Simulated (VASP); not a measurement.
# Al (I4/mmm) in VASP: notebook

Runs on Al. Level: PBE. Tasks: single point.

Everything below comes from runs of VASP 6.6.1. Logs are shortened: lines on timing, memory, paths and dates and some standing lists are left out, and cuts for length are marked.

## 1. The cell of the first run

Symmetry: I4/mmm, No. 139, tetragonal system. The conventional cell has a = 2.944 Å, b = 2.944 Å, c = 3.969 Å, α = 90.00°, β = 90.00°, γ = 90.00°. Al (site symmetry 4/mmm) has 12 Al at 2.88 to 2.94 Å within 3.8 Å.

## 2. Single point, PBE (biaxial strain in the a-b plane: +3.0 %)

INCAR reads:

```
SYSTEM = Al
PREC = Accurate ; ENCUT = 520
EDIFF = 1E-6 ; ISMEAR = 0
SIGMA = 0.1 ; LREAL = .False.
LASPH = .True. ; NELM = 100
ALGO = Fast ; ISIF = 2
LWAVE = .False. ; LCHARG = .False.
GGA = PE ; NBANDS = 10
```

KPOINTS reads:

```
Automatic mesh
0
Gamma
  18 18 14
  0 0 0
```

POSCAR reads:

```
Al
1.0
    2.0814347745      2.0814347745      0.0000000000
   -2.0814347745      2.0814347745      0.0000000000
    0.0000000000      0.0000000000      3.9688717448
Al
2
Direct
    0.0000000000      0.0000000000      0.0000000000
    0.5000000000      0.5000000000      0.5000000000
```

Potentials or basis: VASP PAW PBE potentials, release 64 (Al).

Command:

```
$ cat potpaw_PBE.64/Al/POTCAR > POTCAR
$ mpirun -np 1 vasp_std > vasp.out
```

OUTCAR:

```text
SYSTEM = Al
   PREC = Accurate
   ENCUT = 520
   EDIFF = 1E-6
   ISMEAR = 0
   LREAL = .False.
   LASPH = .True.
   NELM = 100
   ISIF = 2
   GGA = PE

 ion  position               nearest neighbor table
   1  0.000  0.000  0.000-   2 2.88   2 2.88   2 2.88   2 2.88   2 2.88   2 2.88   2 2.88   2 2.88

   2  0.500  0.500  0.500-   1 2.88   1 2.88   1 2.88   1 2.88   1 2.88   1 2.88   1 2.88   1 2.88

  LATTYP: Found a simple tetragonal cell.
 ALAT       =     2.9435932873
 C/A-ratio  =     1.3483084643

  Lattice vectors:

 A1 = (   2.0814347745,   2.0814347745,   0.0000000000)
 A2 = (  -2.0814347745,   2.0814347745,   0.0000000000)
 A3 = (   0.0000000000,   0.0000000000,   3.9688717448)

Analysis of symmetry for initial positions (statically):
=====================================================================
 Subroutine PRICEL returns following result:

  LATTYP: Found a body centered tetragonal cell.
 ALAT       =     2.9435932873
 C/A-ratio  =     1.3483084643

  Lattice vectors:

 A1 = (   0.0000000000,  -2.0814347745,  -1.9844358724)
 A2 = (   0.0000000000,   2.0814347745,  -1.9844358724)
 A3 = (   2.0814347745,   0.0000000000,   1.9844358724)

   2 primitive cells build up your supercell.

 Routine SETGRP: Setting up the symmetry group for a
 simple tetragonal supercell.

 Subroutine GETGRP returns: Found 16 space group operations
 (whereof 16 operations were pure point group operations)
 out of a pool of 16 trial point group operations.

The static configuration has the point symmetry D_4h.

Analysis of symmetry for dynamics (positions and initial velocities):
=====================================================================
 Subroutine PRICEL returns following result:

  LATTYP: Found a body centered tetragonal cell.
 ALAT       =     2.9435932873
 C/A-ratio  =     1.3483084643

  Lattice vectors:

 A1 = (   0.0000000000,  -2.0814347745,  -1.9844358724)
 A2 = (   0.0000000000,   2.0814347745,  -1.9844358724)
 A3 = (   2.0814347745,   0.0000000000,   1.9844358724)

   2 primitive cells build up your supercell.

 Routine SETGRP: Setting up the symmetry group for a
 simple tetragonal supercell.

 Subroutine GETGRP returns: Found 16 space group operations
 (whereof 16 operations were pure point group operations)
 out of a pool of 16 trial point group operations.

The dynamic configuration has the point symmetry D_4h.

[... 95 lines left out ...]
   NELM   =    100;   NELMIN=  2; NELMDL= -5     # of ELM steps
   EDIFF  = 0.1E-05   stopping-criterion for ELM
   LREAL  =      F    real-space projection
   EDIFFG = 0.1E-04   stopping-criterion for IOM
   NSW    =      0    number of steps for IOM
   IBRION =     -1    ionic relax: 0-MD 1-quasi-New 2-CG
   NFREE  =      0    steps in history (QN), initial steepest desc. (CG)
   ISIF   =      2    stress and relaxation
   ISYM   =      2    0-nonsym 1-usesym 2-fastsym
   POTIM  = 0.5000    time-step for ionic-motion
   TEBEG  =    0.0;   TEEND  =   0.0 temperature during run
   PSTRESS=    0.0 pullay stress
   NELECT =       6.0000    total number of electrons
   NUPDOWN=      -1.0000    fix difference up-down
   EMIN   =  10.00;   EMAX   =-10.00  energy-range for DOS
   EFERMI =   0.00;   METHOD = LEGACY
   ISMEAR =     0;   SIGMA  =   0.10  broadening in eV -4-tet -1-fermi 0-gaus
   EFERMI_NEDOS =   21; number of points for ismear=-14 and -15
   IALGO  =     68    algorithm
   IMIX   =      4    mixing-type and parameters
     AMIX     =   0.40;   BMIX     =  1.00
     AMIX_MAG =   1.60;   BMIX_MAG =  1.00
  volume/ion in A,a.u.               =      17.19       116.04
  Fermi-wavevector in a.u.,A,eV,Ry     =   0.914782  1.728688 11.385715  0.836826
  Thomas-Fermi vector in A             =   2.039448
   LORBIT       =      0    0 simple, 1 ext, 2 COOP (PROOUT), +10 PAW based schemes
   GGA     = PE    functional components
   LHFCALC =     F    Hartree Fock is set to
   AEXX    =    0.0000 exact exchange contribution
   IVDW    =     0    specifies the selected vdW correction
   LEPSILON=     F    determine dielectric tensor
   LRPA    =     F    only Hartree local field effects (RPA)
 non-spin polarized calculation
 RMM-DIIS sequential band-by-band and
 Gauss-broadening in eV      SIGMA  =   0.10
  energy-cutoff  :      520.00
  volume of cell :       34.39
 maximum number of plane-waves:       959
 NGX is ok and might be reduce to    24
   NGX = 11   NGY = 11   NGZ = 15

 number of electron       6.0000000 magnetization

 Free energy of the ion-electron system (eV)
  ---------------------------------------------------
  ext. energy  EPLUGINS =         0.00000000
  ---------------------------------------------------
  free energy    TOTEN  =        -7.47364427 eV

  energy without entropy =       -7.46930899  energy(sigma->0) =       -7.47147663

 E-fermi :   7.5800     XC(G=0): -10.0484

 val. band max:        7.5771309171   @ k =   0.3889   0.3333   0.2857
 cond. band min:       7.5821529155   @ k =   0.3333   0.3333   0.5000
 fundamental gap:      0.0050219984
 Fermi energy:         7.5800222886

 k-point     1 :       0.0000    0.0000    0.0000
  band No.  band energies     occupation
      1      -3.2759      2.00000
      2       5.2173      2.00000
      3       6.6354      2.00000
      4      12.4247      0.00000
      5      12.4247      0.00000
      6      12.4768      0.00000
      7      15.6808      0.00000
      8      19.8327      0.00000
      9      19.8327      0.00000
     10      20.3285      0.00000
[... 287 lines left out ...]
 k-point    24 :       0.3333    0.1111    0.0000
  band No.  band energies     occupation
      1      -1.1809      2.00000
      2       4.3230      2.00000
      3       7.1504      2.00000
      4       8.6928      0.00000
      5      11.5841      0.00000
      6      12.3832      0.00000
      7      13.8634      0.00000
      8      16.6922      0.00000
      9      18.7003      0.00000
     10      19.2965      0.00000

 [... further k-points ...]
[... 5 lines left out ...]
  --------------------------------------------------------------------------------------
  -------------------------------------------------------------------------------------
  Total       -0.6624120     -0.6624120     -0.4858823      0.0000000     -0.0000000     -0.0000000
  in kB      -30.8614316    -30.8614316    -22.6370042      0.0000000     -0.0000000     -0.0000000
  external PRESSURE =     -28.1199558 kB  Pullay stress =       0.0000000 kB

 VOLUME and BASIS-vectors are now :
 -----------------------------------------------------------------------------
  energy-cutoff  :      520.00
  volume of cell :       34.39
      direct lattice vectors                 reciprocal lattice vectors
     2.081434774  2.081434774  0.000000000     0.240218913  0.240218913  0.000000000
    -2.081434774  2.081434774  0.000000000    -0.240218913  0.240218913  0.000000000
     0.000000000  0.000000000  3.968871745     0.000000000  0.000000000  0.251960775

 POSITION                                       TOTAL-FORCE (eV/Angst)
 -----------------------------------------------------------------------------------
      0.00000      0.00000      0.00000         0.000000      0.000000     -0.000000
      0.00000      2.08143      1.98444        -0.000000     -0.000000      0.000000
 -----------------------------------------------------------------------------------
    total drift:                               -0.000000      0.000000     -0.000000

  FREE ENERGIE OF THE ION-ELECTRON SYSTEM (eV)
  ---------------------------------------------------
  free  energy   TOTEN  =        -7.4736442679 eV

  energy  without entropy=       -7.4693089892  energy(sigma->0) =       -7.47147663
```

It took 43 s on 1 thread of Intel Xeon Platinum 8488C (Sapphire Rapids), shared host; peak memory 0.23 GiB.

Results:

```yaml
Free_energy: -7.4736 eV
Pressure: -2.8 GPa
Band_gap_on_the_k_mesh: zero (band 3 reaches 14.44 eV, above the bottom of band 4 at 3.26 eV)
```

Caveat: the cell differs from its parent crystal (biaxial strain in the a-b plane: +3.0 %).

## 3. Single point, PBE (biaxial strain in the a-b plane: +4.5 %, then relaxed in part)

INCAR reads:

```
SYSTEM = Al
  PREC = Accurate
  ENCUT = 520
  EDIFF = 1E-6
  ISMEAR = 0
  SIGMA = 0.1
  LREAL = .False.
  LASPH = .True.
  NELM = 80
  ALGO = Fast
  ISIF = 2
  LWAVE = .False.
  LCHARG = .False.
  GGA = PE
  NBANDS = 10
```

KPOINTS reads:

```
regular mesh
0
Gamma
  18 18 14
  0 0 0
```

POSCAR reads:

```
Al
1.0
    2.1117469314      2.1117469314      0.0000000000
   -2.1117469314      2.1117469314      0.0000000000
    0.0000000000      0.0000000000      3.8680949171
Al
2
Direct
    0.0000000000      0.0000000000      0.0000000000
    0.5000000000      0.5000000000      0.5000000000
```

Potentials or basis: VASP PAW PBE potentials, release 64 (Al).

Command:

```
$ cat potpaw_PBE.64/Al/POTCAR > POTCAR
$ mpirun -np 1 vasp_std > vasp.out
```

It took 43 s on 1 thread of Intel Xeon Platinum 8488C (Sapphire Rapids), shared host; peak memory 0.23 GiB.

The run converged. Its results:

```yaml
Free_energy: -7.4598 eV
Pressure: -2.8 GPa
Band_gap_on_the_k_mesh: zero (band 3 reaches 14.06 eV, above the bottom of band 4 at 3.25 eV)
```

Stress tensor (GPa, compression positive):
```
-4.13  0.00  0.00
 0.00 -4.13  0.00
 0.00  0.00 -0.04
```

Levels at points of the mesh, in eV from the Fermi level:
| k point | band 1 | band 2 | band 3 | band 4 | band 5 | band 6 |
| --- | --- | --- | --- | --- | --- | --- |
| (0.00, 0.00, 0.00) | -10.83 | -1.93 | -0.38 | 4.38 | 4.38 | 4.62 |
| (0.50, 0.00, 0.00) | -6.74 | -6.74 | 1.87 | 1.87 | 3.61 | 3.61 |
| (0.50, 0.50, 0.00) | -3.21 | -3.21 | -2.18 | -2.18 | 5.67 | 5.67 |
| (0.00, 0.00, 0.50) | -8.38 | -8.38 | 6.51 | 6.51 | 6.51 | 6.51 |
| (0.50, 0.00, 0.50) | -4.40 | -4.40 | -4.29 | -4.29 | 9.97 | 9.97 |
| (0.50, 0.50, 0.50) | -0.92 | -0.92 | -0.92 | -0.92 | -0.08 | -0.08 |

Caveat: the cell differs from its parent crystal (biaxial strain in the a-b plane: +4.5 %, then relaxed in part).

## 4. Single point, PBE (biaxial strain in the a-b plane: +4.5 %)

INCAR reads:

```
SYSTEM = Al
PREC = Accurate
ENCUT = 520
EDIFF = 1E-6
ISMEAR = 0
SIGMA = 0.1
LREAL = .FALSE.
LASPH = .TRUE.
NELM = 60
ALGO = Fast
ISIF = 2
LWAVE = .FALSE.
LCHARG = .FALSE.
GGA = PE
NBANDS = 10
```

KPOINTS reads:

```
regular mesh
0
G
  18 18 14
  0 0 0
```

Edit POSCAR of step 3 so:

```diff
@@ -4,3 +4,3 @@
    -2.1117469314      2.1117469314      0.0000000000
-    0.0000000000      0.0000000000      3.8680949171
+    0.0000000000      0.0000000000      3.9324971565
 Al
```

Command:

```
$ cat potpaw_PBE.64/Al/POTCAR > POTCAR
$ mpirun -np 1 vasp_std > vasp.out
```

Run time: 42 s. Hardware: 1 thread of Intel Xeon Platinum 8488C (Sapphire Rapids), shared host; peak memory 0.23 GiB.

Results (log left out):

```yaml
Free_energy: -7.4553 eV
Pressure: -3.9 GPa
Band_gap_on_the_k_mesh: zero (band 3 reaches 13.95 eV, above the bottom of band 4 at 3.10 eV)
```

Stress tensor (GPa, compression positive):
```
-4.60  0.00  0.00
 0.00 -4.60  0.00
 0.00  0.00 -2.48
```

Levels at points of the mesh, in eV from the Fermi level:
```
           k point  band 1  band 2  band 3  band 4  band 5  band 6  band 7
(0.00, 0.00, 0.00)  -10.72   -2.08   -0.62    4.50    4.50    4.73    7.64
(0.50, 0.00, 0.00)   -6.63   -6.63    1.73    1.73    3.37    3.37    8.10
(0.50, 0.50, 0.00)   -3.09   -3.09   -2.07   -2.07    5.55    5.55    5.56
(0.00, 0.00, 0.50)   -8.35   -8.35    6.57    6.57    6.57    6.57    7.10
(0.50, 0.00, 0.50)   -4.34   -4.34   -4.28   -4.28    9.98    9.98   10.44
(0.50, 0.50, 0.50)   -0.88   -0.88   -0.88   -0.88    0.00    0.00    0.52
```

Caveat: the cell differs from its parent crystal (biaxial strain in the a-b plane: +4.5 %).

## 5. Single point, PBE (biaxial strain in the a-b plane: -4.5 %, then relaxed in part)

INCAR reads:

```
PREC = Accurate
ENCUT = 520
EDIFF = 1E-6
ISMEAR = 0
SIGMA = 0.1
LREAL = False
LASPH = True
NELM = 60
ALGO = Fast
ISIF = 2
LWAVE = False
LCHARG = False
GGA = PE
NBANDS = 10
```

KPOINTS reads:

```
regular mesh
0
Gamma
  18 18 14
```

POSCAR reads:

```
Al
1.0
    1.9298739900      1.9298739900      0.0000000000
   -1.9298739900      1.9298739900      0.0000000000
    0.0000000000      0.0000000000      4.2358377021
Al
2
Direct
    0.0000000000      0.0000000000      0.0000000000
    0.5000000000      0.5000000000      0.5000000000
```

Command:

```
$ cat potpaw_PBE.64/Al/POTCAR > POTCAR
$ mpirun -np 1 vasp_std > vasp.out
```

Run time: 42 s. Hardware: 1 thread of Intel Xeon Platinum 8488C (Sapphire Rapids), shared host; peak memory 0.22 GiB.

The run converged. Its results:

* Free energy: -7.4420 eV
* Pressure: 4.5 GPa
* Band gap on the k mesh: zero (band 3 reaches 14.80 eV, above the bottom of band 4 at 4.07 eV)

Stress tensor (GPa, compression positive):
```
 6.72  0.00  0.00
 0.00  6.72  0.00
 0.00  0.00 -0.02
```

Levels at points of the mesh, in eV from the Fermi level:
| k point | band 1 | band 2 | band 3 | band 4 | band 5 | band 6 | band 7 | band 8 |
| --- | --- | --- | --- | --- | --- | --- | --- | --- |
| (0.00, 0.00, 0.00) | -11.44 | -3.87 | -2.87 | 6.03 | 7.03 | 7.03 | 10.69 | 12.26 |
| (0.50, 0.00, 0.00) | -6.57 | -6.57 | 0.72 | 0.72 | 1.90 | 1.90 | 11.23 | 11.23 |
| (0.50, 0.50, 0.00) | -2.54 | -2.54 | -0.96 | -0.96 | 4.97 | 4.97 | 5.01 | 5.01 |
| (0.00, 0.00, 0.50) | -9.40 | -9.40 | 6.24 | 6.24 | 8.01 | 8.01 | 8.76 | 8.76 |
| (0.50, 0.00, 0.50) | -4.75 | -4.75 | -4.40 | -4.40 | 10.34 | 10.34 | 10.41 | 10.41 |
| (0.50, 0.50, 0.50) | -0.67 | -0.67 | -0.67 | -0.67 | 0.47 | 0.47 | 1.80 | 1.80 |

Caveat: the cell differs from its parent crystal (biaxial strain in the a-b plane: -4.5 %, then relaxed in part).

## 6. Overview

```csv
cell,gap on the mesh (eV),pressure (GPa)
"a = 2.944, b = 2.944, c = 3.969 Å, 2 atoms",none,-2.8
"a = 2.986, b = 2.986, c = 3.868 Å, 2 atoms",none,-2.8
"a = 2.986, b = 2.986, c = 3.932 Å, 2 atoms",none,-3.9
"a = 2.729, b = 2.729, c = 4.236 Å, 2 atoms",none,4.5
```

Alike in all rows: task single point; level PBE; potentials or basis VASP PAW PBE potentials, release 64 (Al); no spin polarisation; k mesh 18 × 18 × 14; cutoff (eV) 520; smearing gaussian 0.1 eV.

Absolute energies hang on the potentials; compare differences alone.
